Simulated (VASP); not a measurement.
# BF (Amm2) in VASP: relaxation of cell and atoms with PBE

Aim: the relaxation of cell and atoms of BF with PBE.

Everything below comes from runs of VASP 6.6.1. Logs are shortened: lines on timing, memory, paths and dates and some standing lists are left out, and cuts for length are marked.

## (1) The cell of the first run

It takes space group Amm2 (No. 38, orthorhombic). Conventional cell: a = 3.165 Å, b = 6.352 Å, c = 7.429 Å, α = 90.00°, β = 90.00°, γ = 90.00°. B (site symmetry m) has 1 F at 1.48 Å and 2 B at 1.72 Å within 2.0 Å. B (site symmetry m) has 2 F at 1.44 to 1.52 Å and 2 B at 1.72 Å within 1.9 Å. Within 1.9 Å of F (site symmetry m) lie 1 B at 1.44 Å. Within 2.0 Å of F (site symmetry mm2) lie 2 B at 1.48 Å. F (site symmetry mm2) has 2 B at 1.52 Å within 2.0 Å.

The cell was generated, and may not be a known phase.

## (2) Relaxation of cell and atoms, PBE

INCAR

```
PREC = Accurate
ENCUT = 600
EDIFF = 1E-6
ISMEAR = 0
SIGMA = 0.1
LREAL = False
LASPH = True
NELM = 80
ALGO = Normal
ISIF = 3
LWAVE = False
LCHARG = False
GGA = PE
IBRION = 2
NSW = 90
EDIFFG = -0.04
```

KPOINTS

```
regular mesh
0
Gamma
  6 4 4
```

POSCAR

```
BF
1.0
    3.1652242249      0.0000000000      0.0000000000
    0.0000000000      3.1761877037      3.7147219390
    0.0000000000     -3.1761877037      3.7147219390
B F
4 4
Direct
    0.5000000000      0.7444731232      0.3283691800
    0.5000000000      0.3283691800      0.7444731232
    0.0000000000      0.8789728612      0.3353563978
    0.0000000000      0.3353563978      0.8789728612
    0.0000000000      0.6041568471      0.9669941925
    0.0000000000      0.9669941925      0.6041568471
    0.5000000000      0.4466145433      0.4466145433
    0.0000000000      0.1671995850      0.1671995850
```

Potentials or basis: VASP PAW PBE potentials, release 64 (B, F).

Launch:

```console
$ cat potpaw_PBE.64/B/POTCAR potpaw_PBE.64/F/POTCAR > POTCAR
$ mpirun -np 1 vasp_std > vasp.out
```

OUTCAR:

```text
PREC = Accurate
   ENCUT = 600
   EDIFF = 1E-6
   ISMEAR = 0
   LREAL = False
   LASPH = True
   NELM = 80
   ISIF = 3
   GGA = PE
   IBRION = 2
   NSW = 90
   EDIFFG = -0.04

 ion  position               nearest neighbor table
   1  0.500  0.744  0.328-   7 1.48   3 1.72   3 1.72
   2  0.500  0.328  0.744-   7 1.48   4 1.72   4 1.72
   3  0.000  0.879  0.335-   6 1.44   8 1.52   1 1.72   1 1.72
   4  0.000  0.335  0.879-   5 1.44   8 1.52   2 1.72   2 1.72
   5  0.000  0.604  0.967-   4 1.44
   6  0.000  0.967  0.604-   3 1.44
   7  0.500  0.447  0.447-   1 1.48   2 1.48
   8  0.000  0.167  0.167-   3 1.52   4 1.52

  LATTYP: Found a base centered orthorhombic cell.
 ALAT       =     6.3523754074
 B/A-ratio  =     1.1695536554
 C/A-ratio  =     0.4982741135

  Lattice vectors:

 A1 = (   0.0000000000,   3.1761877037,  -3.7147219390)
 A2 = (   0.0000000000,   3.1761877037,   3.7147219390)
 A3 = (   3.1652242249,   0.0000000000,   0.0000000000)

Analysis of symmetry for initial positions (statically):
=====================================================================
 Subroutine PRICEL returns:
 Original cell was already a primitive cell.

 Routine SETGRP: Setting up the symmetry group for a
 base centered orthorhombic supercell.

 Subroutine GETGRP returns: Found  4 space group operations
 (whereof  4 operations were pure point group operations)
 out of a pool of  8 trial point group operations.

The static configuration has the point symmetry C_2v.

Analysis of symmetry for dynamics (positions and initial velocities):
=====================================================================
 Subroutine PRICEL returns:
 Original cell was already a primitive cell.

 Routine SETGRP: Setting up the symmetry group for a
 base centered orthorhombic supercell.

 Subroutine GETGRP returns: Found  4 space group operations
 (whereof  4 operations were pure point group operations)
 out of a pool of  8 trial point group operations.

The dynamic configuration has the point symmetry C_2v.

 Subroutine INISYM returns: Found  4 space group operations
 (whereof  4 operations are pure point group operations),
 and found     1 'primitive' translations

----------------------------------------------------------------------------------------

                                     Primitive cell

  volume of cell :      74.6908

  direct lattice vectors                    reciprocal lattice vectors
     3.165224225  0.000000000  0.000000000     0.315933384  0.000000000  0.000000000
     0.000000000  3.176187704  3.714721939     0.000000000  0.157421427  0.134599577
     0.000000000 -3.176187704  3.714721939     0.000000000 -0.157421427  0.134599577

  length of vectors
     3.165224225  4.887466359  4.887466359     0.315933384  0.207119655  0.207119655

  position of ions in fractional coordinates (direct lattice)
     0.500000000  0.744473123  0.328369180
     0.500000000  0.328369180  0.744473123
     0.000000000  0.878972861  0.335356398
     0.000000000  0.335356398  0.878972861
     0.000000000  0.604156847  0.966994193
     0.000000000  0.966994193  0.604156847
     0.500000000  0.446614543  0.446614543
     0.000000000  0.167199585  0.167199585

  ion indices of the primitive-cell ions
   primitive index   ion index
                 1           1
                 2           2
                 3           3
                 4           4
                 5           5
                 6           6
                 7           7
                 8           8

----------------------------------------------------------------------------------------

 KPOINTS: regular mesh

Automatic generation of k-mesh.
 Grid dimensions read from file:
 generate k-points for:    6    4    4

 Generating k-lattice:

  Cartesian coordinates                     Fractional coordinates (reciprocal lattice)
     0.052655564  0.000000000  0.000000000     0.166666667  0.000000000  0.000000000
     0.000000000  0.039355357  0.033649894     0.000000000  0.250000000  0.000000000
     0.000000000 -0.039355357  0.033649894     0.000000000  0.000000000  0.250000000

  Length of vectors
     0.052655564  0.051779914  0.051779914

  Shift w.r.t. Gamma in fractional coordinates (k-lattice)
     0.000000000  0.000000000  0.000000000

 Subroutine IBZKPT returns following result:
 ===========================================

 Found     28 irreducible k-points:

 Following reciprocal coordinates:
            Coordinates               Weight
  0.000000  0.000000  0.000000      1.000000
  0.166667  0.000000  0.000000      2.000000
  0.333333  0.000000  0.000000      2.000000
  0.500000  0.000000  0.000000      1.000000
  0.000000  0.250000  0.000000      4.000000
  0.166667  0.250000  0.000000      8.000000
[... 16 lines left out ...]
  0.333333 -0.250000  0.250000      4.000000
  0.500000 -0.250000  0.250000      2.000000
 [... further k-points ...]
   k-points           NKPTS =     28   k-points in BZ     NKDIM =     28   number of bands    NBANDS=     25
   number of dos      NEDOS =    301   number of ions     NIONS =      8
   total plane-waves  NPLWV =  44800
   dimension x,y,z NGX =    28 NGY =   40 NGZ =   40
   dimension x,y,z NGXF=    56 NGYF=   80 NGZF=   80
   ions per type =               4   4
   NGX,Y,Z   is equivalent  to a cutoff of  14.71, 13.61, 13.61 a.u.
   NGXF,Y,Z  is equivalent  to a cutoff of  29.41, 27.21, 27.21 a.u.
 SYSTEM =  unknown system
   PREC   = accura    normal or accurate (medium, high low for compatibility)
   ISTART =      0    job   : 0-new  1-cont  2-samecut
   ICHARG =      2    charge: 1-file 2-atom 10-const
   ISPIN  =      1    spin polarized calculation?
   LNONCOLLINEAR =      F non collinear calculations
   LSORBIT =      F    spin-orbit coupling
   LASPH  =      T    aspherical Exc in radial PAW
   ENCUT  =  600.0 eV  44.10 Ry    6.64 a.u.   6.32  9.76  9.76*2*pi/ulx,y,z
   NELM   =     80;   NELMIN=  2; NELMDL= -5     # of ELM steps
   EDIFF  = 0.1E-05   stopping-criterion for ELM
   LREAL  =      F    real-space projection
   EDIFFG = -.4E-01   stopping-criterion for IOM
   NSW    =     90    number of steps for IOM
   IBRION =      2    ionic relax: 0-MD 1-quasi-New 2-CG
   NFREE  =      1    steps in history (QN), initial steepest desc. (CG)
   ISIF   =      3    stress and relaxation
   ISYM   =      2    0-nonsym 1-usesym 2-fastsym
   POTIM  = 0.5000    time-step for ionic-motion
   TEBEG  =    0.0;   TEEND  =   0.0 temperature during run
   PSTRESS=    0.0 pullay stress
   NELECT =      40.0000    total number of electrons
   NUPDOWN=      -1.0000    fix difference up-down
   EMIN   =  10.00;   EMAX   =-10.00  energy-range for DOS
   EFERMI =   0.00;   METHOD = LEGACY
   ISMEAR =     0;   SIGMA  =   0.10  broadening in eV -4-tet -1-fermi 0-gaus
   EFERMI_NEDOS =   21; number of points for ismear=-14 and -15
   IALGO  =     38    algorithm
   IMIX   =      4    mixing-type and parameters
     AMIX     =   0.40;   BMIX     =  1.00
     AMIX_MAG =   1.60;   BMIX_MAG =  1.00
  volume/ion in A,a.u.               =       9.34        63.00
  Fermi-wavevector in a.u.,A,eV,Ry     =   1.329452  2.512299 24.047500  1.767441
  Thomas-Fermi vector in A             =   2.458613
   LORBIT       =      0    0 simple, 1 ext, 2 COOP (PROOUT), +10 PAW based schemes
   GGA     = PE    functional components
   LHFCALC =     F    Hartree Fock is set to
   AEXX    =    0.0000 exact exchange contribution
   IVDW    =     0    specifies the selected vdW correction
   LEPSILON=     F    determine dielectric tensor
   LRPA    =     F    only Hartree local field effects (RPA)
 conjugate gradient relaxation of ions
 non-spin polarized calculation
 Gauss-broadening in eV      SIGMA  =   0.10
  energy-cutoff  :      600.00
  volume of cell :       74.69
 maximum number of plane-waves:      2510
 NGX is ok and might be reduce to    28
   NGX = 13   NGY = 19   NGZ = 19

--------------------------------------- Ionic step        1  -------------------------------------------

 number of electron      39.9999997 magnetization

 Free energy of the ion-electron system (eV)
  ---------------------------------------------------
  ext. energy  EPLUGINS =         0.00000000
  ---------------------------------------------------
  free energy    TOTEN  =       -41.93275638 eV

  energy without entropy =      -41.93261896  energy(sigma->0) =      -41.93268767

 E-fermi :   3.4478     XC(G=0): -10.0513

 val. band max:        3.3012889114   @ k =   0.0000   0.0000   0.0000
 cond. band min:       3.5943070956   @ k =   0.0000   0.5000   0.5000
 fundamental gap:      0.2930181842
 Fermi energy:         3.4478004291

 k-point     1 :       0.0000    0.0000    0.0000
  band No.  band energies     occupation
      1     -25.0444      2.00000
      2     -23.5411      2.00000
      3     -21.5973      2.00000
      4     -21.5230      2.00000
      5      -9.5447      2.00000
      6      -8.3613      2.00000
[... 661 lines left out ...]
     24       9.5706      0.00000
     25      10.2178      0.00000

 [... further k-points ...]

------------------------ aborting loop because EDIFF is reached ----------------------------------------

  FORCE on cell =-STRESS in cart. coord.  units (eV):
  Direction    XX          YY          ZZ          XY          YZ          ZX
  --------------------------------------------------------------------------------------
  -------------------------------------------------------------------------------------
  Total       -0.8210479     11.1575218      9.5044625      0.0000000      0.0000000      0.0000000
  in kB      -17.6121392    239.3378461    203.8783905      0.0000000      0.0000000      0.0000000
  external PRESSURE =     141.8680324 kB  Pullay stress =       0.0000000 kB
[... 107 lines left out ...]
  FREE ENERGIE OF THE ION-ELECTRON SYSTEM (eV)
  ---------------------------------------------------
  free  energy   TOTEN  =       -42.4269144891 eV

  energy  without entropy=      -42.4269129025  energy(sigma->0) =      -42.42691370

[... ionic steps 4 to 60 ...]

--------------------------------------- Ionic step       61  -------------------------------------------

 number of electron      39.9999981 magnetization

------------------------ aborting loop because EDIFF is reached ----------------------------------------
[... 79 lines left out ...]
--------------------------------------- Ionic step       63  -------------------------------------------

 number of electron      39.9999977 magnetization

 Free energy of the ion-electron system (eV)
  ---------------------------------------------------
  ext. energy  EPLUGINS =         0.00000000
  ---------------------------------------------------
  free energy    TOTEN  =       -42.99931898 eV

  energy without entropy =      -42.99931891  energy(sigma->0) =      -42.99931894

 E-fermi :   1.6591     XC(G=0):  -8.6599

 val. band max:        1.3478816476   @ k =   0.0000   0.0000   0.0000
 cond. band min:       1.9806676334   @ k =   0.0000  -0.2500   0.2500
 fundamental gap:      0.6327859858
 Fermi energy:         1.6590849789

 k-point     1 :       0.0000    0.0000    0.0000
  band No.  band energies     occupation
      1     -26.3165      2.00000
      2     -24.2456      2.00000
      3     -23.3262      2.00000
      4     -23.2092      2.00000
      5     -11.2592      2.00000
      6      -9.1796      2.00000
[... 661 lines left out ...]
     24       6.9769      0.00000
     25       8.1171      0.00000

 [... further k-points ...]

------------------------ aborting loop because EDIFF is reached ----------------------------------------

  FORCE on cell =-STRESS in cart. coord.  units (eV):
  Direction    XX          YY          ZZ          XY          YZ          ZX
  --------------------------------------------------------------------------------------
  -------------------------------------------------------------------------------------
  Total        0.0072872     -0.0325813      0.1447461      0.0000000      0.0000000      0.0000000
  in kB        0.1214887     -0.5431796      2.4131380      0.0000000      0.0000000      0.0000000
  external PRESSURE =       0.6638157 kB  Pullay stress =       0.0000000 kB
[... 23 lines left out ...]
  FREE ENERGIE OF THE ION-ELECTRON SYSTEM (eV)
  ---------------------------------------------------
  free  energy   TOTEN  =       -42.9993189814 eV

  energy  without entropy=      -42.9993189065  energy(sigma->0) =      -42.99931894

 reached required accuracy - stopping structural energy minimisation
```

Wall time 46 min (1 thread of AMD EPYC 9755, shared host); peak memory 0.2 GiB.

What came out:

| Item | Value |
| --- | --- |
| Free energy | -42.9993 eV |
| Relaxed volume | 12.01 Å³/atom |
| Relaxed cell | a = 3.129 Å, b = 5.593 Å, c = 5.593 Å, α = 79.10°, β = 90.00°, γ = 90.00° |
| Space group after relaxing (to 0.1 Å) | Amm2 (No. 38) |
| Energy gained by relaxing | 133.3 meV/atom |
| Ionic steps | 63 |
| Pressure after relaxing | 0.1 GPa |
| Largest force after relaxing | 0.037 eV/Å |
| Band gap on the k mesh | 0.63 eV (least direct gap 0.81 eV) |

Forces on the atoms (eV/Å):
```
B    0.000  0.001  0.005
B    0.000 -0.001  0.005
B    0.000  0.029 -0.023
B    0.000 -0.029 -0.023
F    0.000 -0.017  0.032
F    0.000  0.017  0.032
F    0.000  0.000 -0.017
F    0.000  0.000 -0.011
```

The path:
| step | energy change (eV) | largest force (eV/Å) | pressure (GPa) | volume (Å³) |
| --- | --- | --- | --- | --- |
| 1 | 0.0000 | 0.6442 | 14.19 | 74.69 |
| 3 | -0.4942 | 1.2479 | -0.21 | 81.68 |
| 5 | -0.6782 | 0.7143 | 0.53 | 83.90 |
| 7 | -0.8472 | 0.4957 | 0.38 | 87.20 |
| 9 | -0.9093 | 0.5063 | 2.51 | 89.15 |
| 11 | -0.9446 | 0.2332 | 0.04 | 92.30 |
| 13 | -0.9535 | 0.1906 | -0.57 | 93.47 |
| 15 | -0.9629 | 0.2531 | -0.37 | 93.96 |
| 17 | -0.9695 | 0.1186 | 0.16 | 93.64 |
| 19 | -0.9736 | 0.1759 | -0.15 | 93.88 |
| 21 | -0.9765 | 0.0861 | -0.16 | 94.03 |
| 23 | -0.9810 | 0.0959 | -0.13 | 94.20 |
| 25 | -0.9846 | 0.1285 | 0.17 | 93.95 |
| 27 | -0.9891 | 0.1846 | 0.02 | 93.85 |
| 29 | -0.9989 | 0.2722 | 0.32 | 93.63 |
| 31 | -0.9995 | 0.3152 | 0.36 | 93.57 |
| 33 | -1.0087 | 0.2037 | 0.06 | 93.60 |
| 35 | -1.0106 | 0.1703 | -0.15 | 93.61 |
| 37 | -1.0244 | 0.1284 | 0.15 | 93.47 |
| 39 | -1.0268 | 0.2312 | 0.33 | 93.38 |
| 41 | -1.0311 | 0.1082 | 0.22 | 93.65 |
| 43 | -1.0360 | 0.2261 | -0.33 | 94.29 |
| 45 | -1.0423 | 0.1899 | 0.23 | 94.58 |
| 47 | -1.0453 | 0.1882 | 0.34 | 94.93 |
| 49 | -1.0446 | 0.2592 | -0.23 | 97.21 |
| 51 | -1.0529 | 0.0603 | 0.04 | 96.37 |
| 53 | -1.0556 | 0.1122 | -0.32 | 96.90 |
| 55 | -1.0597 | 0.0997 | -0.16 | 96.92 |
| 57 | -1.0622 | 0.1237 | 0.03 | 96.62 |
| 59 | -1.0656 | 0.0714 | 0.11 | 96.07 |
| 61 | -1.0661 | 0.0441 | 0.01 | 96.12 |
| 63 | -1.0666 | 0.0366 | 0.07 | 96.10 |

Final structure:
```
B F
1.0
     3.12866    0.00000    0.00000
     0.00000    3.56119    4.31272
     0.00000   -3.56119    4.31272
B F
4 4
Direct
  0.50000 0.76561 0.35934
  0.50000 0.35934 0.76561
  0.00000 0.89610 0.32845
  0.00000 0.32845 0.89610
  0.00000 0.49448 0.06292
  0.00000 0.06292 0.49448
  0.50000 0.50839 0.50839
  0.00000 0.05685 0.05685
```

Levels at points of the mesh, in eV from the valence-band top:
```tsv
k point	band 18	band 19	band 20	band 21	band 22	band 23
(0.00, 0.00, 0.00)	-3.68	-1.08	0.00	0.81	1.27	2.84
(0.50, 0.00, 0.00)	-3.54	-3.12	-2.90	2.28	2.45	4.85
(0.00, 0.50, 0.00)	-4.22	-0.56	-0.48	0.94	1.45	3.34
(0.50, 0.50, 0.00)	-3.84	-2.83	-2.62	2.30	2.50	4.69
(0.00, 0.50, 0.50)	-3.92	-0.82	-0.15	0.71	1.94	2.27
(0.50, 0.50, 0.50)	-3.53	-3.27	-3.14	2.13	2.53	4.81
```

Caveat: the volume moved by over 15 % at a fixed basis, so the end points are rough. A k mesh can miss the band edges.
